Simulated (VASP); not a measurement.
# AlN (P6_3mc) in VASP: notebook, part 2 of 2

VASP 6.6.1.

### Step 3. Single point, PBEsol (strain -0.080 along x and y, +0.040 along z)

The input, INCAR:

```
PREC = Accurate ; ENCUT = 600
EDIFF = 1E-6 ; ISMEAR = 0
SIGMA = 0.05 ; LREAL = F
LASPH = T ; NELM = 120
ALGO = Normal ; ISIF = 2
LWAVE = F ; LCHARG = F
GGA = PS ; NBANDS = 16
GGA_COMPAT = F
```

The input, KPOINTS:

```
Automatic mesh
0
Gamma
  12 12 6
```

The input, POSCAR:

```
AlN
1.0
    2.8645972347      0.0000000000      0.0000000000
   -1.4322986173      2.4808139768      0.0000000000
    0.0000000000      0.0000000000      5.1827532083
Al N
2 2
Direct
    0.3333333333      0.6666666667      0.0015080761
    0.6666666667      0.3333333333      0.5015080761
    0.3333333333      0.6666666667      0.3834919239
    0.6666666667      0.3333333333      0.8834919239
```

Potentials or basis: VASP PAW PBE potentials, release 64 (Al, N).

Command:

```
$ cat potpaw_PBE.64/Al/POTCAR potpaw_PBE.64/N/POTCAR > POTCAR
$ mpirun -np 1 vasp_std > vasp.out
```

OUTCAR:

```text
PREC = Accurate
   ENCUT = 600
   EDIFF = 1E-6
   ISMEAR = 0
   LREAL = F
   LASPH = T
   NELM = 120
   ISIF = 2
   GGA = PS

 ion  position               nearest neighbor table
   1  0.333  0.667  0.002-   4 1.76   4 1.76   4 1.76   3 1.98   2 3.07   2 3.07   2 3.07   2 3.07
                             2 3.07   2 3.07
   2  0.667  0.333  0.502-   3 1.76   3 1.76   3 1.76   4 1.98   1 3.07   1 3.07   1 3.07   1 3.07
                             1 3.07   1 3.07
   3  0.333  0.667  0.383-   2 1.76   2 1.76   2 1.76   1 1.98
   4  0.667  0.333  0.883-   1 1.76   1 1.76   1 1.76   2 1.98

  LATTYP: Found a hexagonal cell.
 ALAT       =     2.8645972347
 C/A-ratio  =     1.8092432491

  Lattice vectors:

 A1 = (   2.8645972347,   0.0000000000,   0.0000000000)
 A2 = (  -1.4322986173,   2.4808139768,   0.0000000000)
 A3 = (   0.0000000000,   0.0000000000,   5.1827532083)

Analysis of symmetry for initial positions (statically):
=====================================================================
 Subroutine PRICEL returns:
 Original cell was already a primitive cell.

 Routine SETGRP: Setting up the symmetry group for a
 hexagonal supercell.

 Subroutine GETGRP returns: Found 12 space group operations
 (whereof  6 operations were pure point group operations)
 out of a pool of 24 trial point group operations.

The static configuration has the point symmetry C_3v.
 The point group associated with its full space group is C_6v.

Analysis of symmetry for dynamics (positions and initial velocities):
=====================================================================
 Subroutine PRICEL returns:
 Original cell was already a primitive cell.

 Routine SETGRP: Setting up the symmetry group for a
 hexagonal supercell.

 Subroutine GETGRP returns: Found 12 space group operations
 (whereof  6 operations were pure point group operations)
[... 127 lines left out ...]
     AMIX_MAG =   1.60;   BMIX_MAG =  1.00
  volume/ion in A,a.u.               =       9.21        62.14
  Fermi-wavevector in a.u.,A,eV,Ry     =   1.239868  2.343010 20.915859  1.537272
  Thomas-Fermi vector in A             =   2.374333
   LORBIT       =      0    0 simple, 1 ext, 2 COOP (PROOUT), +10 PAW based schemes
   GGA     = PS    functional components
   LHFCALC =     F    Hartree Fock is set to
   AEXX    =    0.0000 exact exchange contribution
   IVDW    =     0    specifies the selected vdW correction
   LEPSILON=     F    determine dielectric tensor
   LRPA    =     F    only Hartree local field effects (RPA)
 non-spin polarized calculation
 Gauss-broadening in eV      SIGMA  =   0.05
  energy-cutoff  :      600.00
  volume of cell :       36.83
 maximum number of plane-waves:      1242
 NGX is ok and might be reduce to    24
   NGX = 11   NGY = 11   NGZ = 21

 number of electron      15.9999997 magnetization

 Free energy of the ion-electron system (eV)
  ---------------------------------------------------
  ext. energy  EPLUGINS =         0.00000000
  ---------------------------------------------------
  free energy    TOTEN  =       -30.16923023 eV

  energy without entropy =      -30.16923023  energy(sigma->0) =      -30.16923023

 E-fermi :   7.6142     XC(G=0): -11.6630

 val. band max:        7.3254754492   @ k =   0.0000   0.0000   0.0000
 cond. band min:      11.7991512979   @ k =   0.3333   0.3333   0.0000
 fundamental gap:      4.4736758487
 Fermi energy:         7.6141650592

 k-point     1 :       0.0000    0.0000    0.0000
  band No.  band energies     occupation
      1      -8.6445      2.00000
      2      -6.6391      2.00000
      3       0.3338      2.00000
      4       6.7132      2.00000
      5       6.9511      2.00000
      6       6.9511      2.00000
[... 433 lines left out ...]
      3       2.0850      2.00000
      4       2.9292      2.00000
      5       3.4978      2.00000
      6       5.9368      2.00000
[... 8 lines left out ...]
     15      20.4460      0.00000
     16      23.3291      0.00000

 [... further k-points ...]

------------------------ aborting loop because EDIFF is reached ----------------------------------------

  FORCE on cell =-STRESS in cart. coord.  units (eV):
  Direction    XX          YY          ZZ          XY          YZ          ZX
  --------------------------------------------------------------------------------------
  -------------------------------------------------------------------------------------
  Total       14.3093253     14.3093253     -1.3472532      0.0000000      0.0000000      0.0000000
  in kB      622.4599904    622.4599903    -58.6059216      0.0000000      0.0000000      0.0000000
  external PRESSURE =     395.4380197 kB  Pullay stress =       0.0000000 kB

 VOLUME and BASIS-vectors are now :
 -----------------------------------------------------------------------------
  energy-cutoff  :      600.00
  volume of cell :       36.83
      direct lattice vectors                 reciprocal lattice vectors
     2.864597235  0.000000000  0.000000000     0.349089215  0.201546752  0.000000000
    -1.432298617  2.480813977  0.000000000     0.000000000  0.403093505  0.000000000
     0.000000000  0.000000000  5.182753208     0.000000000  0.000000000  0.192947640

 POSITION                                       TOTAL-FORCE (eV/Angst)
 -----------------------------------------------------------------------------------
     -0.00000      1.65388      0.00782         0.000000     -0.000000      1.769131
      1.43230      0.82694      2.59919        -0.000000      0.000000      1.769131
     -0.00000      1.65388      1.98754         0.000000     -0.000000     -1.769131
      1.43230      0.82694      4.57892        -0.000000      0.000000     -1.769131
 -----------------------------------------------------------------------------------
    total drift:                               -0.000000      0.000000     -0.000805

  FREE ENERGIE OF THE ION-ELECTRON SYSTEM (eV)
  ---------------------------------------------------
  free  energy   TOTEN  =       -30.1692302317 eV

  energy  without entropy=      -30.1692302317  energy(sigma->0) =      -30.16923023
```

OSZICAR:

```text
N       E                     dE             d eps       ncg     rms          rms(c)
DAV:   1     0.489290251806E+02    0.48929E+02   -0.82110E+03  2432   0.102E+03
DAV:   2    -0.317976825554E+02   -0.80727E+02   -0.74286E+02  3360   0.220E+02
DAV:   3    -0.354666935644E+02   -0.36690E+01   -0.36596E+01  3168   0.495E+01
DAV:   4    -0.354870876124E+02   -0.20394E-01   -0.20393E-01  3024   0.391E+00
DAV:   5    -0.354873278930E+02   -0.24028E-03   -0.24028E-03  3208   0.424E-01    0.130E+01
DAV:   6    -0.302809679621E+02    0.52064E+01   -0.10422E+01  2976   0.250E+01    0.476E+00
DAV:   7    -0.302149055133E+02    0.66062E-01   -0.82482E-01  2784   0.653E+00    0.312E+00
DAV:   8    -0.301726884558E+02    0.42217E-01   -0.69389E-02  3200   0.222E+00    0.399E-01
DAV:   9    -0.301690639067E+02    0.36245E-02   -0.90989E-03  3192   0.735E-01    0.233E-01
DAV:  10    -0.301693011438E+02   -0.23724E-03   -0.10483E-03  2744   0.232E-01    0.106E-01
DAV:  11    -0.301692307885E+02    0.70355E-04   -0.23986E-04  3096   0.130E-01    0.183E-02
DAV:  12    -0.301692302317E+02    0.55684E-06   -0.98181E-06  3000   0.245E-02
   1 F= -.30169230E+02 E0= -.30169230E+02  d E =-.218420E-18
```

stdout:

```text
POSCAR found type information on POSCAR AlN
 POSCAR found :  2 types and       4 ions
 scaLAPACK will be used
 -----------------------------------------------------------------------------
|                                                                             |
|                                                                             |
|     You enforced a specific xc type in the INCAR file but a different       |
|     I HOPE YOU KNOW WHAT YOU ARE DOING!                                     |
|                                                                             |
 -----------------------------------------------------------------------------

 LDA part: xc-table for (Slater+PW92), standard interpolation
 POSCAR, INCAR and KPOINTS ok, starting setup
 FFT: planning ... GRIDC
 FFT: planning ... GRID_SOFT
 FFT: planning ... GRID
 WAVECAR not read
 entering main loop
```

Wall time 59 s (1 thread of Intel Xeon 8259CL, shared host); peak memory 0.19 GiB.

What came out:

* Free energy: -30.1692 eV
* Pressure: 39.5 GPa
* Largest force: 1.769 eV/Å
* Band gap on the k mesh: 4.47 eV (least direct gap 4.69 eV)

Forces on the atoms (eV/Å):
```
Al   0.000  0.000  1.769
Al   0.000  0.000  1.769
N    0.000  0.000 -1.769
N    0.000  0.000 -1.769
```

Levels at points of the mesh, in eV from the valence-band top:
```
           k point  band 4  band 5  band 6  band 7  band 8  band 9  band 10  band 11  band 12  band 13
(0.00, 0.00, 0.00)   -0.61   -0.37   -0.37    0.00    0.00    4.69     9.10    10.89    12.34    13.30
(0.50, 0.00, 0.00)   -4.94   -3.59   -2.01   -1.71   -0.72    5.14     6.75     9.08    10.46    12.14
(0.00, 0.00, 0.50)   -4.23   -0.19   -0.19   -0.19   -0.19    7.82     7.82    10.95    10.95    13.64
(0.50, 0.00, 0.50)   -6.09   -1.81   -1.81   -1.26   -1.26    5.07     5.07     9.91     9.91    12.50
```

Caveat: the cell differs from its parent crystal (strain -0.080 along x and y, +0.040 along z); the cell stands under pressure; the PAW data sets were made with another functional, which shifts forces and pressure a little. A k mesh can miss the band edges.

### Step 4. Single point, PBEsol (strain -0.040 along x and y, -0.040 along z)

The input, INCAR:

```
  ALGO = Normal
  EDIFF = 1E-6
  ENCUT = 600
  GGA = PS
  GGA_COMPAT = F
  ISIF = 2
  ISMEAR = 0
  LASPH = T
  LCHARG = F
  LREAL = F
  LWAVE = F
  NBANDS = 16
  NELM = 120
  PREC = Accurate
  SIGMA = 0.05
```

The input, KPOINTS:

```
k-points
0
Gamma
  12 12 6
```

The input, POSCAR:

```
AlN
1.0
    2.9891449405      0.0000000000      0.0000000000
   -1.4945724703      2.5886754541      0.0000000000
    0.0000000000      0.0000000000      4.7840798845
Al N
2 2
Direct
    0.3333333333      0.6666666667      0.0015080761
    0.6666666667      0.3333333333      0.5015080761
    0.3333333333      0.6666666667      0.3834919239
    0.6666666667      0.3333333333      0.8834919239
```

Command:

```
$ cat potpaw_PBE.64/Al/POTCAR potpaw_PBE.64/N/POTCAR > POTCAR
$ mpirun -np 1 vasp_std > vasp.out
```

It took 54 s on 1 thread of Intel Xeon 8259CL, shared host; peak memory 0.18 GiB.

It converged, with:

```
Free energy            : -30.8839 eV
Pressure               : 31.3 GPa
Largest force          : 0.059 eV/Å
Band gap on the k mesh : 4.92 eV (least direct gap 5.22 eV)
```

Forces in eV/Å, atoms in the order of the input:
```
Al   0.000  0.000 -0.059
Al   0.000  0.000 -0.059
N    0.000  0.000  0.059
N    0.000  0.000  0.059
```

Stress tensor (GPa, compression positive):
```
32.09  0.00  0.00
 0.00 32.09  0.00
 0.00  0.00 29.85
```

Levels at points of the mesh, in eV from the valence-band top:
| k point | band 4 | band 5 | band 6 | band 7 | band 8 | band 9 | band 10 | band 11 | band 12 | band 13 |
| --- | --- | --- | --- | --- | --- | --- | --- | --- | --- | --- |
| (0.00, 0.00, 0.00) | -0.93 | -0.93 | -0.26 | -0.26 | 0.00 | 5.22 | 7.64 | 11.51 | 11.90 | 11.90 |
| (0.50, 0.00, 0.00) | -4.50 | -3.67 | -2.28 | -1.99 | -0.73 | 5.92 | 6.09 | 9.15 | 11.04 | 11.48 |
| (0.00, 0.00, 0.50) | -3.57 | -0.60 | -0.60 | -0.60 | -0.60 | 7.45 | 7.45 | 11.22 | 11.22 | 12.24 |
| (0.50, 0.00, 0.50) | -6.15 | -1.60 | -1.60 | -1.49 | -1.49 | 5.58 | 5.58 | 9.87 | 9.87 | 13.21 |

Caveat: the cell differs from its parent crystal (strain -0.040 along x and y, -0.040 along z); the cell stands under pressure; the PAW data sets were made with another functional, which shifts forces and pressure a little.

### Step 5. Single point, PBEsol (strain -0.080 along x and y, +0.080 along z)

The input, INCAR:

```
PREC = Accurate
ENCUT = 600
EDIFF = 1E-6
ISMEAR = 0
SIGMA = 0.05
LREAL = F
LASPH = T
NELM = 120
ALGO = Normal
ISIF = 2
LWAVE = F
LCHARG = F
GGA = PS
NBANDS = 16
GGA_COMPAT = F
```

The input, KPOINTS:

```
Automatic mesh
0
Gamma
  12 12 6
```

The input, POSCAR:

```
AlN
1.0
    2.8645972347      0.0000000000      0.0000000000
   -1.4322986173      2.4808139768      0.0000000000
    0.0000000000      0.0000000000      5.3820898701
Al N
2 2
Direct
    0.3333333333      0.6666666667      0.0015080761
    0.6666666667      0.3333333333      0.5015080761
    0.3333333333      0.6666666667      0.3834919239
    0.6666666667      0.3333333333      0.8834919239
```

Command:

```
$ cat potpaw_PBE.64/Al/POTCAR potpaw_PBE.64/N/POTCAR > POTCAR
$ mpirun -np 1 vasp_std > vasp.out
```

It took 64 s on 1 thread of Intel Xeon 8259CL, shared host; peak memory 0.19 GiB.

It converged, with:

```yaml
Free_energy: -30.0508 eV
Pressure: 31.0 GPa
Largest_force: 1.704 eV/Å
Band_gap_on_the_k_mesh: 3.88 eV
```

Forces in eV/Å, atoms in the order of the input:
```
Al   0.000  0.000  1.704
Al   0.000  0.000  1.704
N    0.000  0.000 -1.704
N    0.000  0.000 -1.704
```

Stress tensor (GPa, compression positive):
```
 56.83   0.00   0.00
  0.00  56.83   0.00
  0.00   0.00 -20.61
```

Levels at points of the mesh, in eV from the valence-band top:
```
           k point  band 6  band 7  band 8  band 9  band 10  band 11
(0.00, 0.00, 0.00)   -0.30    0.00    0.00    3.88     9.02    10.25
(0.50, 0.00, 0.00)   -2.02   -1.61   -0.78    4.78     6.63     8.44
(0.00, 0.00, 0.50)   -0.15   -0.15   -0.15    7.25     7.25    10.58
(0.50, 0.00, 0.50)   -1.93   -1.22   -1.22    4.68     4.68     9.65
```

Caveat: the cell differs from its parent crystal (strain -0.080 along x and y, +0.080 along z); the cell stands under pressure; the PAW data sets were made with another functional, which shifts forces and pressure a little. A k mesh can miss the band edges.

### Step 6. The runs side by side

```csv
cell,gap on the mesh (eV),pressure (GPa),largest force (eV/Å)
"a = 2.989, b = 2.989, c = 4.585 Å, angles 90.0, 90.0, 120.0°, 4 atoms",4.96,45.9,1.25
"a = 2.865, b = 2.865, c = 5.183 Å, angles 90.0, 90.0, 120.0°, 4 atoms",4.47,39.5,1.77
"a = 2.989, b = 2.989, c = 4.784 Å, angles 90.0, 90.0, 120.0°, 4 atoms",4.92,31.3,0.06
"a = 2.865, b = 2.865, c = 5.382 Å, angles 90.0, 90.0, 120.0°, 4 atoms",3.88,31.0,1.70
```

Alike in all rows: task single point; level PBEsol; potentials or basis VASP PAW PBE potentials, release 64 (Al, N); no spin polarisation; k mesh 12 × 12 × 6; cutoff (eV) 600; smearing gaussian 0.05 eV.

Caveats: the cell stands under pressure; the PAW data sets were made with another functional, which shifts forces and pressure a little.

Absolute energies hang on the potentials; compare differences alone.
